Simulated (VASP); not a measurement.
# AlN (P6_3mc) in VASP: further runs

Aim: see how the results for AlN move with the level of theory and the settings. Levels: PBEsol, HSE06. Tasks: relaxation of shape and atoms at fixed volume, single point, relaxation of cell and atoms.

Program: VASP 6.6.1. These are calculated values, not measurements. Logs are shortened: lines on timing, memory, paths and dates and some standing lists are left out, and cuts for length are marked.

**What was measured.**

“Structural and optical properties of self-assembled AlN nanowires grown on SiO2/Si substrates by molecular beam epitaxy”, 2024, arxiv:2402.00216 quotes, for a bulk crystal of AlN at 0 K: band gap 6.0343 eV (an exciton energy, a little under the gap).

How close the calculation comes is told below.

### 1 The cell of the first run

The structure is hexagonal, space group P6_3mc (No. 186). The conventional cell has a = 3.134 Å, b = 3.134 Å, c = 5.016 Å, α = 90.00°, β = 90.00°, γ = 120.00°. Within 2.5 Å of Al (site symmetry 3m) lie 4 N at 1.90 to 1.92 Å. Within 2.5 Å of N (site symmetry 3m) lie 4 Al at 1.90 to 1.92 Å.

### 2 Relaxation of shape and atoms at fixed volume, PBEsol (volume scaled by 1.02)

INCAR

```
ALGO = Normal
EDIFF = 1E-6
EDIFFG = -0.001
ENCUT = 600
GGA = PS
IBRION = 2
ISIF = 4
ISMEAR = 0
LASPH = T
LCHARG = F
LREAL = F
LWAVE = F
NELM = 100
NSW = 80
PREC = Accurate
SIGMA = 0.01
```

KPOINTS

```
k-points
0
Gamma
  9 9 6
```

POSCAR

```
AlN
1.0
    3.1344345399      0.0000000000      0.0000000000
   -1.5672172700      2.7144999381      0.0000000000
    0.0000000000      0.0000000000      5.0163899834
Al N
2 2
Direct
    0.3333333333      0.6666666667     -0.0009968572
    0.6666666667      0.3333333333      0.4990031428
    0.3333333333      0.6666666667      0.3809968572
    0.6666666667      0.3333333333      0.8809968572
```

Potentials or basis: VASP PAW PBE potentials, release 64 (Al, N).

Launch:

```
> cat potpaw_PBE.64/Al/POTCAR potpaw_PBE.64/N/POTCAR > POTCAR
> mpirun -np 1 vasp_std > vasp.out
```

OUTCAR:

```text
EDIFF = 1E-6
   EDIFFG = -0.001
   ENCUT = 600
   GGA = PS
   IBRION = 2
   ISIF = 4
   ISMEAR = 0
   LASPH = T
   LREAL = F
   NELM = 100
   NSW = 80
   PREC = Accurate

 ion  position               nearest neighbor table
   1  0.333  0.667  0.999-   4 1.90   4 1.90   4 1.90   3 1.92   2 3.09   2 3.09   2 3.09   2 3.09
                             2 3.09   2 3.09
   2  0.667  0.333  0.499-   3 1.90   3 1.90   3 1.90   4 1.92   1 3.09   1 3.09   1 3.09   1 3.09
                             1 3.09   1 3.09
   3  0.333  0.667  0.381-   2 1.90   2 1.90   2 1.90   1 1.92
   4  0.667  0.333  0.881-   1 1.90   1 1.90   1 1.90   2 1.92

  LATTYP: Found a hexagonal cell.
 ALAT       =     3.1344345399
 C/A-ratio  =     1.6004130632

  Lattice vectors:

 A1 = (   3.1344345399,   0.0000000000,   0.0000000000)
 A2 = (  -1.5672172700,   2.7144999381,   0.0000000000)
 A3 = (   0.0000000000,   0.0000000000,   5.0163899834)

Analysis of symmetry for initial positions (statically):
=====================================================================
 Subroutine PRICEL returns:
 Original cell was already a primitive cell.

 Routine SETGRP: Setting up the symmetry group for a
 hexagonal supercell.

 Subroutine GETGRP returns: Found 12 space group operations
 (whereof  6 operations were pure point group operations)
 out of a pool of 24 trial point group operations.

The static configuration has the point symmetry C_3v.
 The point group associated with its full space group is C_6v.

Analysis of symmetry for dynamics (positions and initial velocities):
=====================================================================
 Subroutine PRICEL returns:
 Original cell was already a primitive cell.

 Routine SETGRP: Setting up the symmetry group for a
 hexagonal supercell.

 Subroutine GETGRP returns: Found 12 space group operations
 (whereof  6 operations were pure point group operations)
 out of a pool of 24 trial point group operations.

The dynamic configuration has the point symmetry C_3v.
 The point group associated with its full space group is C_6v.

 Subroutine INISYM returns: Found 12 space group operations
 (whereof  6 operations are pure point group operations),
 and found     1 'primitive' translations

----------------------------------------------------------------------------------------

                                     Primitive cell

  volume of cell :      42.6816

  direct lattice vectors                    reciprocal lattice vectors
     3.134434540  0.000000000  0.000000000     0.319036811  0.184195989  0.000000000
    -1.567217270  2.714499938  0.000000000     0.000000000  0.368391977  0.000000000
     0.000000000  0.000000000  5.016389983     0.000000000  0.000000000  0.199346543

  length of vectors
     3.134434540  3.134434540  5.016389983     0.368391977  0.368391977  0.199346543

  position of ions in fractional coordinates (direct lattice)
     0.333333333  0.666666667  0.999003143
     0.666666667  0.333333333  0.499003143
     0.333333333  0.666666667  0.380996857
     0.666666667  0.333333333  0.880996857

  ion indices of the primitive-cell ions
   primitive index   ion index
                 1           1
                 2           2
                 3           3
                 4           4

----------------------------------------------------------------------------------------

 KPOINTS: k-points

Automatic generation of k-mesh.
 Grid dimensions read from file:
 generate k-points for:    9    9    6

 Generating k-lattice:

  Cartesian coordinates                     Fractional coordinates (reciprocal lattice)
     0.035448535  0.020466221  0.000000000     0.111111111  0.000000000  0.000000000
     0.000000000  0.040932442  0.000000000     0.000000000  0.111111111  0.000000000
     0.000000000  0.000000000  0.033224424     0.000000000  0.000000000  0.166666667

  Length of vectors
     0.040932442  0.040932442  0.033224424

  Shift w.r.t. Gamma in fractional coordinates (k-lattice)
     0.000000000  0.000000000  0.000000000

[... 42 lines left out ...]
   IMIX   =      4    mixing-type and parameters
     AMIX     =   0.40;   BMIX     =  1.00
     AMIX_MAG =   1.60;   BMIX_MAG =  1.00
  volume/ion in A,a.u.               =      10.67        72.01
  Fermi-wavevector in a.u.,A,eV,Ry     =   1.180415  2.230661 18.958080  1.393380
  Thomas-Fermi vector in A             =   2.316708
   LORBIT       =      0    0 simple, 1 ext, 2 COOP (PROOUT), +10 PAW based schemes
   GGA     = PS    functional components
   LHFCALC =     F    Hartree Fock is set to
   AEXX    =    0.0000 exact exchange contribution
   IVDW    =     0    specifies the selected vdW correction
   LEPSILON=     F    determine dielectric tensor
   LRPA    =     F    only Hartree local field effects (RPA)
 conjugate gradient relaxation of ions
 non-spin polarized calculation
 Gauss-broadening in eV      SIGMA  =   0.01
  energy-cutoff  :      600.00
  volume of cell :       42.68
 maximum number of plane-waves:      1448
 NGX is ok and might be reduce to    28
   NGX = 13   NGY = 13   NGZ = 21

--------------------------------------- Ionic step        1  -------------------------------------------

 number of electron      15.9999999 magnetization

 Free energy of the ion-electron system (eV)
  ---------------------------------------------------
  ext. energy  EPLUGINS =         0.00000000
  ---------------------------------------------------
  free energy    TOTEN  =       -31.30581954 eV

  energy without entropy =      -31.30581954  energy(sigma->0) =      -31.30581954

------------------------ aborting loop because EDIFF is reached ----------------------------------------

  FORCE on cell =-STRESS in cart. coord.  units (eV):
  Direction    XX          YY          ZZ          XY          YZ          ZX
  --------------------------------------------------------------------------------------
  -------------------------------------------------------------------------------------
  Total       -1.1078800     -1.1078800     -1.0321674      0.0000000      0.0000000      0.0000000
  in kB      -41.5875144    -41.5875144    -38.7454220      0.0000000      0.0000000      0.0000000
  external PRESSURE =     -40.6401503 kB  Pullay stress =       0.0000000 kB
[... 137 lines left out ...]
  energy  without entropy=      -31.3058648108  energy(sigma->0) =      -31.30586481

--------------------------------------- Ionic step        5  -------------------------------------------

 number of electron      15.9999999 magnetization

 Free energy of the ion-electron system (eV)
  ---------------------------------------------------
  ext. energy  EPLUGINS =         0.00000000
  ---------------------------------------------------
  free energy    TOTEN  =       -31.30586724 eV

  energy without entropy =      -31.30586724  energy(sigma->0) =      -31.30586724

 E-fermi :   5.9005     XC(G=0): -11.0134

 val. band max:        5.8519694157   @ k =   0.0000   0.0000   0.0000
 cond. band min:       9.7999959190   @ k =   0.0000   0.0000   0.0000
 fundamental gap:      3.9480265033
 Fermi energy:         5.9004886566

 k-point     1 :       0.0000    0.0000    0.0000
  band No.  band energies     occupation
      1      -9.1814      2.00000
      2      -7.0686      2.00000
      3      -0.1047      2.00000
      4       5.0002      2.00000
      5       5.0002      2.00000
      6       5.6461      2.00000
      7       5.6461      2.00000
      8       5.8520      2.00000
      9       9.8000      0.00000
     10      12.2498      0.00000
     11      16.1847      0.00000
     12      16.7510      0.00000
[... 331 lines left out ...]
 k-point    24 :       0.3333    0.3333    0.1667
  band No.  band energies     occupation
      1      -6.7065      2.00000
      2      -6.7065      2.00000
      3       1.1817      2.00000
      4       1.6923      2.00000
      5       1.6923      2.00000
      6       3.1792      2.00000
      7       3.9841      2.00000
      8       3.9841      2.00000
      9      11.1294      0.00000
     10      13.9381      0.00000
     11      14.7324      0.00000
     12      14.7324      0.00000

 [... further k-points ...]
[... 5 lines left out ...]
  --------------------------------------------------------------------------------------
  -------------------------------------------------------------------------------------
  Total       -1.0640296     -1.0640296     -1.0629584      0.0000000      0.0000000      0.0000000
  in kB      -39.9414623    -39.9414623    -39.9012512      0.0000000      0.0000000      0.0000000
  external PRESSURE =     -39.9280586 kB  Pullay stress =       0.0000000 kB
[... 19 lines left out ...]
  FREE ENERGIE OF THE ION-ELECTRON SYSTEM (eV)
  ---------------------------------------------------
  free  energy   TOTEN  =       -31.3058672418 eV

  energy  without entropy=      -31.3058672418  energy(sigma->0) =      -31.30586724

 reached required accuracy - stopping structural energy minimisation
```

Wall time 84 s (1 thread of Intel Xeon Platinum 8488C (Sapphire Rapids), shared host); peak memory 0.18 GiB.

What came out:

```yaml
Free_energy: -31.3059 eV
Energy_gained_by_relaxing: 0.0 meV/atom
Ionic_steps: 5
Pressure_after_relaxing: -4.0 GPa
Band_gap_on_the_k_mesh: 3.95 eV, direct
```

Final structure:
```yaml
crystal:
  lattice:
    - [3.13301, 0.00000, 0.00000]
    - [-1.56651, 2.71327, 0.00000]
    - [0.00000, 0.00000, 5.02095]
  atoms:
    - { symbol: Al, position: [0.33333, 0.66667, 0.99919] }
    - { symbol: Al, position: [0.66667, 0.33333, 0.49919] }
    - { symbol: N, position: [0.33333, 0.66667, 0.38081] }
    - { symbol: N, position: [0.66667, 0.33333, 0.88081] }
```

Caveat: the cell differs from its parent crystal (volume scaled by 1.02); the PAW data sets were made with another functional, which shifts forces and pressure a little.

### 3 Single point, PBEsol

This run uses another cell than the first one, of 10.22 Å³/atom, 0.957 times its volume.

INCAR

```
SYSTEM = AlN
PREC = Accurate
ENCUT = 520
EDIFF = 1E-6
ISMEAR = 0
SIGMA = 0.01
LREAL = .FALSE.
LASPH = .TRUE.
NELM = 100
ALGO = Normal
ISIF = 2
LWAVE = .FALSE.
LCHARG = .FALSE.
GGA = PS
NBANDS = 16
```

KPOINTS

```
Automatic mesh
0
G
  9 9 6
  0 0 0
```

POSCAR

```
AlN
1.0
    3.0909526978      0.0000000000      0.0000000000
   -1.5454763489      2.6768435582      0.0000000000
    0.0000000000      0.0000000000      4.9383649463
Al N
2 2
Direct
    0.3333333333      0.6666666667     -0.0012450435
    0.6666666667      0.3333333333      0.4987549565
    0.3333333333      0.6666666667      0.3812450435
    0.6666666667      0.3333333333      0.8812450435
```

Potentials or basis: VASP PAW PBE potentials, release 64 (Al, N).

Launch:

```
> cat potpaw_PBE.64/Al/POTCAR potpaw_PBE.64/N/POTCAR > POTCAR
> mpirun -np 1 vasp_std > vasp.out
```

It took 27 s on 1 thread of Intel Xeon Platinum 8488C (Sapphire Rapids), shared host; peak memory 0.17 GiB.

Results (log left out):

| Item | Value |
| --- | --- |
| Free energy | -31.2968 eV |
| Pressure | 5.0 GPa |
| Band gap on the k mesh | 4.31 eV, direct |

Levels at points of the mesh, in eV from the valence-band top:
```
           k point  band 5  band 6  band 7  band 8  band 9  band 10  band 11  band 12
(0.00, 0.00, 0.00)   -0.91   -0.25   -0.25    0.00    4.31     6.72    10.68    11.16
(0.00, 0.00, 0.50)   -0.59   -0.59   -0.59   -0.59    6.55     6.55    10.38    10.38
```

Caveat: the PAW data sets were made with another functional, which shifts forces and pressure a little.

### 4 Relaxation of cell and atoms, PBEsol, target pressure 5 GPa, at which the enthalpy is minimised

This run uses another cell than the first one, of 10.46 Å³/atom, 0.980 times its volume.

INCAR

```
ALGO = Normal
EDIFF = 1E-6
EDIFFG = -0.001
ENCUT = 600
GGA = PS
IBRION = 2
ISIF = 3
ISMEAR = 0
LASPH = T
LCHARG = F
LREAL = F
LWAVE = F
NELM = 100
NSW = 80
PREC = Accurate
PSTRESS = 50.0
SIGMA = 0.01
```

KPOINTS

```
k-points
0
Gamma
  9 9 6
```

POSCAR

```
AlN
1.0
    3.1138126630      0.0000000000      0.0000000000
   -1.5569063315      2.6966408688      0.0000000000
    0.0000000000      0.0000000000      4.9833864622
Al N
2 2
Direct
    0.3333333333      0.6666666667     -0.0009968572
    0.6666666667      0.3333333333      0.4990031428
    0.3333333333      0.6666666667      0.3809968572
    0.6666666667      0.3333333333      0.8809968572
```

Launch:

```
> cat potpaw_PBE.64/Al/POTCAR potpaw_PBE.64/N/POTCAR > POTCAR
> mpirun -np 1 vasp_std > vasp.out
```

Run time: 3.2 min. Hardware: 1 thread of Intel Xeon Platinum 8488C (Sapphire Rapids), shared host; peak memory 0.18 GiB.

It converged, with:

```
Free energy                                            : -31.3008 eV
Relaxed volume                                         : 10.21 Å³/atom
Relaxed cell                                           : a = 3.090 Å, b = 3.090 Å, c = 4.937 Å, α = 90.00°, β = 90.00°, γ = 120.00°
Space group after relaxing (to 0.05 Å)                 : P6_3mc (No. 186)
Energy change on relaxing (the enthalpy is what falls) : +3.7 meV/atom
Ionic steps                                            : 9
Pressure after relaxing                                : 5.0 GPa
Band gap on the k mesh                                 : 4.31 eV, direct
```

Step by step:
| step | energy change (eV) | largest force (eV/Å) | pressure (GPa) | volume (Å³) |
| --- | --- | --- | --- | --- |
| 1 | 0.0000 | 0.0003 | -0.20 | 41.84 |
| 2 | 0.0650 | 0.0204 | 10.88 | 39.82 |
| 3 | 0.0147 | 0.0101 | 4.97 | 40.85 |
| 4 | 0.0153 | 0.0103 | 5.07 | 40.83 |
| 5 | 0.0153 | 0.0120 | 5.07 | 40.82 |
| 6 | 0.0154 | 0.0133 | 5.08 | 40.82 |
| 7 | 0.0145 | 0.0097 | 4.92 | 40.85 |
| 8 | 0.0149 | 0.0004 | 4.99 | 40.84 |
| 9 | 0.0149 | 0.0007 | 4.99 | 40.84 |

Final structure:
```xyz
4
Lattice="3.0904 0.0000 0.0000 -1.5452 2.6764 0.0000 0.0000 0.0000 4.9373" Properties=species:S:1:pos:R:3 pbc="T T T"
Al    0.0000    1.7843    4.9311
Al    1.5452    0.8921    2.4625
N     0.0000    1.7843    1.8824
N     1.5452    0.8921    4.3510
```

Levels at points of the mesh, in eV from the valence-band top:
```csv
k point,band 6,band 7,band 8,band 9,band 10,band 11
"(0.00, 0.00, 0.00)",-0.25,-0.25,0.00,4.31,6.73,10.69
"(0.00, 0.00, 0.50)",-0.59,-0.59,-0.59,6.56,6.56,10.39
```

Caveat: the cell is relaxed towards a set pressure, so the enthalpy falls and the energy may rise; the PAW data sets were made with another functional, which shifts forces and pressure a little. A k mesh can miss the band edges.

### 5 Single point, HSE06

This run uses another cell than the first one, of 10.46 Å³/atom, 0.980 times its volume.

POSCAR

```
AlN
1.0
    3.1138126658      0.0000000000      0.0000000000
   -1.5569063329      2.6966408712      0.0000000000
    0.0000000000      0.0000000000      4.9833864552
Al N
2 2
Direct
    0.3333333333      0.6666666667     -0.0009968573
    0.6666666667      0.3333333333      0.4990031427
    0.3333333333      0.6666666667      0.3809968573
    0.6666666667      0.3333333333      0.8809968573
```

INCAR.step1

```
SYSTEM = AlN
PREC = Accurate ; ENCUT = 520
EDIFF = 1E-5 ; ISMEAR = 0
SIGMA = 0.01 ; LREAL = .FALSE.
LASPH = .TRUE. ; NELM = 100
ALGO = Normal ; ISIF = 2
LWAVE = .TRUE. ; NBANDS = 16
GGA = PE
```

INCAR.step2

```
SYSTEM = AlN
PREC = Accurate ; ENCUT = 520
EDIFF = 1E-6 ; ISMEAR = 0
SIGMA = 0.01 ; LREAL = .FALSE.
LASPH = .TRUE. ; NELM = 100
ALGO = Normal ; ISIF = 2
LWAVE = .FALSE. ; LCHARG = .TRUE.
GGA = PE ; LHFCALC = .TRUE.
HFSCREEN = 0.2079 ; PRECFOCK = Normal
LELF = .TRUE. ; LVHAR = .TRUE.
NBANDS = 16 ; ISTART = 1
```

KPOINTS

```
Automatic mesh
0
G
  6 6 4
  0 0 0
```

Launch:

```
> cat potpaw_PBE.64/Al/POTCAR potpaw_PBE.64/N/POTCAR > POTCAR
> cp INCAR.step1 INCAR
> mpirun -np 1 vasp_std > vasp.out
> cp INCAR.step2 INCAR
> mpirun -np 1 vasp_std > vasp.out
```

Run time: 16 min. Hardware: 1 thread of AMD EPYC 9R14 (Zen 4), shared host; peak memory 0.23 GiB.

It converged, with:

* Free energy: -34.8928 eV
* Pressure: -2.0 GPa
* Largest force: 0.005 eV/Å
* Band gap on the k mesh: 5.53 eV, direct

Forces on the atoms (eV/Å):
```
Al   0.000  0.000  0.005
Al   0.000  0.000  0.005
N    0.000  0.000 -0.005
N    0.000  0.000 -0.005
```

Stress tensor (GPa, compression positive):
```
-2.04  0.00  0.00
 0.00 -2.04  0.00
 0.00  0.00 -1.83
```

Levels at points of the mesh, in eV from the valence-band top:
```tsv
k point	band 5	band 6	band 7	band 8	band 9	band 10	band 11	band 12
(0.00, 0.00, 0.00)	-0.97	-0.24	-0.24	0.00	5.53	8.09	12.44	12.73
(0.50, 0.00, 0.00)	-3.64	-2.31	-1.90	-0.78	7.15	7.16	9.69	12.05
(0.00, 0.00, 0.50)	-0.62	-0.62	-0.62	-0.62	7.91	7.91	11.97	11.97
(0.50, 0.00, 0.50)	-1.62	-1.62	-1.49	-1.49	6.63	6.63	10.76	10.76
```

Caveat: the PAW data sets were made with another functional, which shifts forces and pressure a little.

### 6 Overview

| task | level | cell | k mesh | cutoff (eV) | grid for exact exchange (PRECFOCK) | screening parameter | gap on the mesh (eV) | pressure (GPa) |
| --- | --- | --- | --- | --- | --- | --- | --- | --- |
| relaxation of shape and atoms at fixed volume | PBEsol | relaxed from a = 3.134, b = 3.134, c = 5.016 Å, angles 90.0, 90.0, 120.0°, 4 atoms | 9 × 9 × 6 | 600 | - | - | 3.95 | -4.0 |
| single point | PBEsol | a = 3.091, b = 3.091, c = 4.938 Å, angles 90.0, 90.0, 120.0°, 4 atoms | 9 × 9 × 6 | 520 | - | - | 4.31 | 5.0 |
| relaxation of cell and atoms | PBEsol | relaxed to 5 GPa from a = 3.114, b = 3.114, c = 4.983 Å, angles 90.0, 90.0, 120.0°, 4 atoms | 9 × 9 × 6 | 600 | - | - | 4.31 | 5.0 |
| single point | HSE06 | a = 3.114, b = 3.114, c = 4.983 Å, angles 90.0, 90.0, 120.0°, 4 atoms | 6 × 6 × 4 | 520 | Normal | 0.2079 1/Å | 5.53 | -2.0 |

Alike in all rows: potentials or basis VASP PAW PBE potentials, release 64 (Al, N); no spin polarisation; smearing gaussian 0.01 eV.

Caveats: the PAW data sets were made with another functional, which shifts forces and pressure a little; the cell is relaxed towards a set pressure, so the enthalpy falls and the energy may rise (some runs).

Total energies depend on the potentials used, so only differences within one code and one set of settings carry meaning.

### 7 How close it comes

Step 5. Measured gap of AlN: 6.0343 eV (an exciton energy, a little under the gap; 0 K; quoted in “Structural and optical properties of self-assembled AlN nanowires grown on SiO2/Si substrates by molecular beam epitaxy”, 2024, arxiv:2402.00216). This calculation gives 5.53 eV (-0.50 eV). 2 values of this kind are on record (6.034 to 6.0343 eV); this one was drawn at random. The value is that of HSE06, without temperature or zero-point motion.
